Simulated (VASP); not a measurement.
# OsPdC4N4 (P-43m) in VASP: notebook

Runs on OsPdC4N4. Level: PBE. Tasks: relaxation of cell and atoms, single point.

Program: VASP 6.6.1. These are calculated values, not measurements. Logs are shortened: lines on timing, memory, paths and dates and some standing lists are left out, and cuts for length are marked.

### 1 The cell of the first run

The structure is cubic, space group P-43m (No. 215). The conventional cell has a = 5.965 Å, b = 5.965 Å, c = 5.965 Å, α = 90.00°, β = 90.00°, γ = 90.00°. Pd (site symmetry -43m) has 4 N at 2.06 Å within 2.7 Å. Os (site symmetry -43m) has 4 C at 1.92 Å within 2.5 Å. C (site symmetry 3m) has 1 N at 1.19 Å within 1.6 Å. N (site symmetry 3m) has 1 C at 1.19 Å within 1.6 Å.

### 2 Relaxation of cell and atoms, PBE

Input file INCAR:

```
PREC = Accurate ; ENCUT = 600
EDIFF = 1E-6 ; ISMEAR = 0
SIGMA = 0.02 ; LREAL = False
LASPH = True ; NELM = 100
ALGO = Normal ; ISIF = 3
LWAVE = False ; LCHARG = False
GGA = PE ; IBRION = 2
NSW = 100 ; EDIFFG = -0.01
```

Input file KPOINTS:

```
Automatic mesh
0
Gamma
  6 6 6
```

Input file POSCAR:

```
OsPdC4N4
1.0
    5.9646158655      0.0000000000      0.0000000000
    0.0000000000      5.9646158655      0.0000000000
    0.0000000000      0.0000000000      5.9646158655
Pd Os C N
1 1 4 4
Direct
    0.5000000000      0.5000000000      0.5000000000
    0.0000000000      0.0000000000      0.0000000000
    0.1857230853      0.1857230853      0.1857230853
    0.1857230853      0.8142769147      0.8142769147
    0.8142769147      0.1857230853      0.8142769147
    0.8142769147      0.8142769147      0.1857230853
    0.3005482740      0.3005482740      0.3005482740
    0.3005482740      0.6994517260      0.6994517260
    0.6994517260      0.3005482740      0.6994517260
    0.6994517260      0.6994517260      0.3005482740
```

Potentials or basis: VASP PAW PBE potentials, release 64 (Pd, Os, C, N).

Run with:

```console
cat potpaw_PBE.64/Pd/POTCAR potpaw_PBE.64/Os/POTCAR potpaw_PBE.64/C/POTCAR potpaw_PBE.64/N/POTCAR > POTCAR
mpirun -np 1 vasp_std > vasp.out
```

OUTCAR:

```text
PREC = Accurate
   ENCUT = 600
   EDIFF = 1E-6
   ISMEAR = 0
   LREAL = False
   LASPH = True
   NELM = 100
   ISIF = 3
   GGA = PE
   IBRION = 2
   NSW = 100
   EDIFFG = -0.01

 ion  position               nearest neighbor table
   1  0.500  0.500  0.500-   7 2.06   8 2.06   9 2.06  10 2.06
   2  0.000  0.000  0.000-   3 1.92   4 1.92   5 1.92   6 1.92
   3  0.186  0.186  0.186-   7 1.19   2 1.92
   4  0.186  0.814  0.814-   8 1.19   2 1.92
   5  0.814  0.186  0.814-   9 1.19   2 1.92
   6  0.814  0.814  0.186-  10 1.19   2 1.92
   7  0.301  0.301  0.301-   3 1.19   1 2.06
   8  0.301  0.699  0.699-   4 1.19   1 2.06
   9  0.699  0.301  0.699-   5 1.19   1 2.06
  10  0.699  0.699  0.301-   6 1.19   1 2.06

  LATTYP: Found a simple cubic cell.
 ALAT       =     5.9646158655

  Lattice vectors:

 A1 = (   5.9646158655,   0.0000000000,   0.0000000000)
 A2 = (   0.0000000000,   5.9646158655,   0.0000000000)
 A3 = (   0.0000000000,   0.0000000000,   5.9646158655)

Analysis of symmetry for initial positions (statically):
=====================================================================
 Subroutine PRICEL returns:
 Original cell was already a primitive cell.

 Routine SETGRP: Setting up the symmetry group for a
 simple cubic supercell.

 Subroutine GETGRP returns: Found 24 space group operations
 (whereof 24 operations were pure point group operations)
 out of a pool of 48 trial point group operations.

The static configuration has the point symmetry T_d .

Analysis of symmetry for dynamics (positions and initial velocities):
=====================================================================
 Subroutine PRICEL returns:
 Original cell was already a primitive cell.

 Routine SETGRP: Setting up the symmetry group for a
 simple cubic supercell.

 Subroutine GETGRP returns: Found 24 space group operations
 (whereof 24 operations were pure point group operations)
 out of a pool of 48 trial point group operations.

The dynamic configuration has the point symmetry T_d .

 Subroutine INISYM returns: Found 24 space group operations
 (whereof 24 operations are pure point group operations),
 and found     1 'primitive' translations

----------------------------------------------------------------------------------------

                                     Primitive cell

  volume of cell :     212.2010

  direct lattice vectors                    reciprocal lattice vectors
     5.964615865  0.000000000  0.000000000     0.167655390  0.000000000  0.000000000
     0.000000000  5.964615865  0.000000000     0.000000000  0.167655390  0.000000000
     0.000000000  0.000000000  5.964615865     0.000000000  0.000000000  0.167655390

  length of vectors
     5.964615865  5.964615865  5.964615865     0.167655390  0.167655390  0.167655390

  position of ions in fractional coordinates (direct lattice)
     0.500000000  0.500000000  0.500000000
     0.000000000  0.000000000  0.000000000
     0.185723085  0.185723085  0.185723085
     0.185723085  0.814276915  0.814276915
     0.814276915  0.185723085  0.814276915
     0.814276915  0.814276915  0.185723085
     0.300548274  0.300548274  0.300548274
     0.300548274  0.699451726  0.699451726
     0.699451726  0.300548274  0.699451726
     0.699451726  0.699451726  0.300548274

  ion indices of the primitive-cell ions
   primitive index   ion index
                 1           1
                 2           2
                 3           3
                 4           4
                 5           5
                 6           6
                 7           7
                 8           8
                 9           9
                10          10

----------------------------------------------------------------------------------------

 KPOINTS: Automatic mesh

Automatic generation of k-mesh.
 Grid dimensions read from file:
 generate k-points for:    6    6    6

 Generating k-lattice:

  Cartesian coordinates                     Fractional coordinates (reciprocal lattice)
     0.027942565  0.000000000  0.000000000     0.166666667  0.000000000  0.000000000
     0.000000000  0.027942565  0.000000000     0.000000000  0.166666667  0.000000000
     0.000000000  0.000000000  0.027942565     0.000000000  0.000000000  0.166666667

  Length of vectors
     0.027942565  0.027942565  0.027942565

  Shift w.r.t. Gamma in fractional coordinates (k-lattice)
     0.000000000  0.000000000  0.000000000

 Subroutine IBZKPT returns following result:
 ===========================================

 Found     20 irreducible k-points:

 Following reciprocal coordinates:
            Coordinates               Weight
  0.000000  0.000000  0.000000      1.000000
  0.166667  0.000000  0.000000      6.000000
  0.333333  0.000000  0.000000      6.000000
  0.500000  0.000000  0.000000      3.000000
  0.166667  0.166667  0.000000     12.000000
  0.333333  0.166667  0.000000     24.000000
[... 12 lines left out ...]
  0.500000  0.500000  0.333333      6.000000
  0.500000  0.500000  0.500000      1.000000
   k-points           NKPTS =     20   k-points in BZ     NKDIM =     20   number of bands    NBANDS=     33
   number of dos      NEDOS =    301   number of ions     NIONS =     10
   total plane-waves  NPLWV = 110592
   dimension x,y,z NGX =    48 NGY =   48 NGZ =   48
   dimension x,y,z NGXF=    96 NGYF=   96 NGZF=   96
   ions per type =               1   1   4   4
   NGX,Y,Z   is equivalent  to a cutoff of  13.38, 13.38, 13.38 a.u.
   NGXF,Y,Z  is equivalent  to a cutoff of  26.76, 26.76, 26.76 a.u.
 SYSTEM =  unknown system
   PREC   = accura    normal or accurate (medium, high low for compatibility)
   ISTART =      0    job   : 0-new  1-cont  2-samecut
   ICHARG =      2    charge: 1-file 2-atom 10-const
   ISPIN  =      1    spin polarized calculation?
   LNONCOLLINEAR =      F non collinear calculations
   LSORBIT =      F    spin-orbit coupling
   LASPH  =      T    aspherical Exc in radial PAW
   ENCUT  =  600.0 eV  44.10 Ry    6.64 a.u.  11.91 11.91 11.91*2*pi/ulx,y,z
   NELM   =    100;   NELMIN=  2; NELMDL= -5     # of ELM steps
   EDIFF  = 0.1E-05   stopping-criterion for ELM
   LREAL  =      F    real-space projection
   EDIFFG = -.1E-01   stopping-criterion for IOM
   NSW    =    100    number of steps for IOM
   IBRION =      2    ionic relax: 0-MD 1-quasi-New 2-CG
   NFREE  =      1    steps in history (QN), initial steepest desc. (CG)
   ISIF   =      3    stress and relaxation
   ISYM   =      2    0-nonsym 1-usesym 2-fastsym
   POTIM  = 0.5000    time-step for ionic-motion
   TEBEG  =    0.0;   TEEND  =   0.0 temperature during run
   PSTRESS=    0.0 pullay stress
   NELECT =      54.0000    total number of electrons
   NUPDOWN=      -1.0000    fix difference up-down
   EMIN   =  10.00;   EMAX   =-10.00  energy-range for DOS
   EFERMI =   0.00;   METHOD = LEGACY
   ISMEAR =     0;   SIGMA  =   0.02  broadening in eV -4-tet -1-fermi 0-gaus
   EFERMI_NEDOS =   21; number of points for ismear=-14 and -15
   IALGO  =     38    algorithm
   IMIX   =      4    mixing-type and parameters
     AMIX     =   0.40;   BMIX     =  1.00
     AMIX_MAG =   1.60;   BMIX_MAG =  1.00
  volume/ion in A,a.u.               =      21.22       143.20
  Fermi-wavevector in a.u.,A,eV,Ry     =   1.037426  1.960450 14.643294  1.076252
  Thomas-Fermi vector in A             =   2.171863
   LORBIT       =      0    0 simple, 1 ext, 2 COOP (PROOUT), +10 PAW based schemes
   GGA     = PE    functional components
   LHFCALC =     F    Hartree Fock is set to
   AEXX    =    0.0000 exact exchange contribution
   IVDW    =     0    specifies the selected vdW correction
   LEPSILON=     F    determine dielectric tensor
   LRPA    =     F    only Hartree local field effects (RPA)
 conjugate gradient relaxation of ions
 non-spin polarized calculation
 Gauss-broadening in eV      SIGMA  =   0.02
  energy-cutoff  :      600.00
  volume of cell :      212.20
 maximum number of plane-waves:      7120
 NGX is ok and might be reduce to    48
   NGX = 23   NGY = 23   NGZ = 23

--------------------------------------- Ionic step        1  -------------------------------------------

 number of electron      54.0000012 magnetization

 Free energy of the ion-electron system (eV)
  ---------------------------------------------------
  ext. energy  EPLUGINS =         0.00000000
  ---------------------------------------------------
  free energy    TOTEN  =       -79.28957981 eV

  energy without entropy =      -79.28957981  energy(sigma->0) =      -79.28957981

------------------------ aborting loop because EDIFF is reached ----------------------------------------

  FORCE on cell =-STRESS in cart. coord.  units (eV):
  Direction    XX          YY          ZZ          XY          YZ          ZX
  --------------------------------------------------------------------------------------
  -------------------------------------------------------------------------------------
  Total        0.8105076      0.8105076      0.8105076      0.0000000      0.0000000     -0.0000000
  in kB        6.1195603      6.1195603      6.1195603      0.0000000      0.0000000     -0.0000000
  external PRESSURE =       6.1195603 kB  Pullay stress =       0.0000000 kB
[... 161 lines left out ...]
  energy  without entropy=      -79.2911370215  energy(sigma->0) =      -79.29113702

--------------------------------------- Ionic step        5  -------------------------------------------

 number of electron      54.0000012 magnetization

 Free energy of the ion-electron system (eV)
  ---------------------------------------------------
  ext. energy  EPLUGINS =         0.00000000
  ---------------------------------------------------
  free energy    TOTEN  =       -79.29256045 eV

  energy without entropy =      -79.29256045  energy(sigma->0) =      -79.29256045

 E-fermi :  -0.4587     XC(G=0):  -7.3074

 val. band max:       -0.6095081448   @ k =   0.5000   0.0000   0.0000
 cond. band min:      -0.2770843046   @ k =   0.1667   0.1667   0.0000
 fundamental gap:      0.3324238403
 Fermi energy:        -0.4586878933

 k-point     1 :       0.0000    0.0000    0.0000
  band No.  band energies     occupation
      1     -18.4503      2.00000
      2     -18.3464      2.00000
      3     -18.3464      2.00000
      4     -18.3464      2.00000
      5      -9.5381      2.00000
      6      -8.5745      2.00000
[... 746 lines left out ...]
  FREE ENERGIE OF THE ION-ELECTRON SYSTEM (eV)
  ---------------------------------------------------
  free  energy   TOTEN  =       -79.2925604500 eV

  energy  without entropy=      -79.2925604500  energy(sigma->0) =      -79.29256045

 reached required accuracy - stopping structural energy minimisation
```

Wall time 7.3 min (1 thread of Intel Xeon Platinum 8488C (Sapphire Rapids), shared host); peak memory 0.46 GiB.

Results:

```yaml
Free_energy: -79.2926 eV
Relaxed_volume: 21.34 Å³/atom
Relaxed_cell: a = 5.976 Å, b = 5.976 Å, c = 5.976 Å, α = 90.00°, β = 90.00°, γ = 90.00°
Space_group_after_relaxing_to_0.1_Å: P-43m (No. 215)
Energy_gained_by_relaxing: 0.3 meV/atom
Ionic_steps: 5
Pressure_after_relaxing: 0.0 GPa
Largest_force_after_relaxing: 0.008 eV/Å
Band_gap_on_the_k_mesh: 0.33 eV (least direct gap 0.52 eV)
```

Forces on the atoms (eV/Å):
```
Pd   0.000  0.000  0.000
Os   0.000  0.000  0.000
C    0.004  0.004  0.004
C    0.004 -0.004 -0.004
C   -0.004  0.004 -0.004
C   -0.004 -0.004  0.004
N    0.000  0.000  0.000
N    0.000  0.000  0.000
N    0.000  0.000  0.000
N    0.000  0.000  0.000
```

The path:
```tsv
step	energy change (eV)	largest force (eV/Å)	pressure (GPa)	volume (Å³)
1	0.0000	0.2211	0.61	212.20
2	0.0453	1.4596	-1.82	214.70
3	-0.0014	0.1758	0.23	212.57
4	-0.0016	0.1497	-0.24	214.17
5	-0.0030	0.0078	0.00	213.38
```

Final structure:
```yaml
crystal:
  lattice:
    - [5.97568, 0.00000, 0.00000]
    - [0.00000, 5.97568, 0.00000]
    - [0.00000, 0.00000, 5.97568]
  atoms:
    - { symbol: Pd, position: [0.50000, 0.50000, 0.50000] }
    - { symbol: Os, position: [0.00000, 0.00000, 0.00000] }
    - { symbol: C, position: [0.18598, 0.18598, 0.18598] }
    - { symbol: C, position: [0.18598, 0.81402, 0.81402] }
    - { symbol: C, position: [0.81402, 0.18598, 0.81402] }
    - { symbol: C, position: [0.81402, 0.81402, 0.18598] }
    - { symbol: N, position: [0.30080, 0.30080, 0.30080] }
    - { symbol: N, position: [0.30080, 0.69920, 0.69920] }
    - { symbol: N, position: [0.69920, 0.30080, 0.69920] }
    - { symbol: N, position: [0.69920, 0.69920, 0.30080] }
```

Caveat: spin-orbit coupling is left out, which moves the levels of the heavy elements. A k mesh can miss the band edges.

### 3 Single point, PBE, collinear spin

This run uses another cell than the first one, of 20.37 Å³/atom.

Input file INCAR:

```
SYSTEM = OsPdC4N4
PREC = Accurate
ENCUT = 700
EDIFF = 1E-6
ISMEAR = 0
SIGMA = 0.1
LREAL = .FALSE.
LASPH = .TRUE.
NELM = 200
ALGO = Normal
ISIF = 2
LWAVE = .FALSE.
LCHARG = .TRUE.
ISPIN = 2
MAGMOM = 0 1 0 0 0 0 0 0 0 0
LORBIT = 11
LMAXMIX = 4
GGA = PE
LELF = .TRUE.
LVHAR = .TRUE.
NBANDS = 50
GGA_COMPAT = .FALSE.
```

Input file KPOINTS:

```
regular mesh
0
G
  4 4 4
  0 0 0
```

Input file POSCAR:

```
OsPdC4N4
1.0
    5.8843539400      0.0000000000      0.0000000000
    0.0000000000      5.8843539400      0.0000000000
    0.0000000000      0.0000000000      5.8843539400
Pd Os C N
1 1 4 4
Direct
    0.5000000000      0.5000000000      0.5000000000
    0.0000000000      0.0000000000      0.0000000000
    0.1860282600      0.1860282600      0.1860282600
    0.1860282600      0.8139717400      0.8139717400
    0.8139717400      0.1860282600      0.8139717400
    0.8139717400      0.8139717400      0.1860282600
    0.3008241800      0.3008241800      0.3008241800
    0.3008241800      0.6991758200      0.6991758200
    0.6991758200      0.3008241800      0.6991758200
    0.6991758200      0.6991758200      0.3008241800
```

Potentials or basis: VASP PAW PBE potentials, release 64 (Pd_sv_GW, Os_sv_GW, C, N).

Run with:

```console
cat potpaw_PBE.64/Pd_sv_GW/POTCAR potpaw_PBE.64/Os_sv_GW/POTCAR potpaw_PBE.64/C/POTCAR potpaw_PBE.64/N/POTCAR > POTCAR
mpirun -np 1 vasp_std > vasp.out
```

Run time: 5.4 min. Hardware: 1 thread of AMD EPYC 9R45 (Zen 5), shared host; peak memory 0.66 GiB.

It converged, with:

```yaml
Free_energy: -78.9441 eV
Pressure: 4.5 GPa
Largest_force: 1.742 eV/Å
Band_gap_on_the_k_mesh: 0.37 eV (least direct gap 0.58 eV)
Net_moment: 0.00 μB per cell
Valence_electrons_inside_the_program's_atomic_spheres: Pd 15.60; Os 15.39; C 2.66; N 3.83
```

Forces on the atoms (eV/Å):
```
Pd   0.000  0.000  0.000
Os   0.000  0.000  0.000
C   -0.830 -0.830 -0.830
C   -0.830  0.830  0.830
C    0.830 -0.830  0.830
C    0.830  0.830 -0.830
N    1.006  1.006  1.006
N    1.006 -1.006 -1.006
N   -1.006  1.006 -1.006
N   -1.006 -1.006  1.006
```

Levels at points of the mesh, in eV from the valence-band top:
Spin up:
| k point | band 33 | band 34 | band 35 | band 36 | band 37 | band 38 |
| --- | --- | --- | --- | --- | --- | --- |
| (0.00, 0.00, 0.00) | -0.64 | -0.64 | -0.64 | 0.37 | 0.37 | 0.37 |
| (0.50, 0.00, 0.00) | -0.80 | -0.80 | 0.00 | 0.58 | 0.78 | 0.78 |
| (0.50, 0.50, 0.00) | -0.64 | -0.64 | 0.00 | 0.63 | 0.66 | 0.66 |
| (0.50, 0.50, 0.50) | -0.44 | -0.44 | -0.44 | 0.40 | 0.40 | 0.40 |
Spin down:
| k point | band 31 | band 32 | band 33 | band 34 | band 35 | band 36 | band 37 | band 38 | band 39 | band 40 |
| --- | --- | --- | --- | --- | --- | --- | --- | --- | --- | --- |
| (0.00, 0.00, 0.00) | -0.74 | -0.74 | -0.64 | -0.64 | -0.64 | 0.37 | 0.37 | 0.37 | 4.72 | 4.72 |
| (0.50, 0.00, 0.00) | -1.62 | -1.56 | -0.80 | -0.80 | 0.00 | 0.58 | 0.78 | 0.78 | 4.47 | 4.47 |
| (0.50, 0.50, 0.00) | -1.62 | -1.54 | -0.64 | -0.64 | 0.00 | 0.63 | 0.66 | 0.66 | 4.52 | 4.52 |
| (0.50, 0.50, 0.50) | -0.66 | -0.66 | -0.44 | -0.44 | -0.44 | 0.40 | 0.40 | 0.40 | 4.61 | 4.61 |

Caveat: the cell stands under pressure; spin-orbit coupling is left out, which moves the levels of the heavy elements; forces of over 1 eV/Å act on the atoms, so gaps and moduli don't describe the material at rest. A k mesh can miss the band edges.
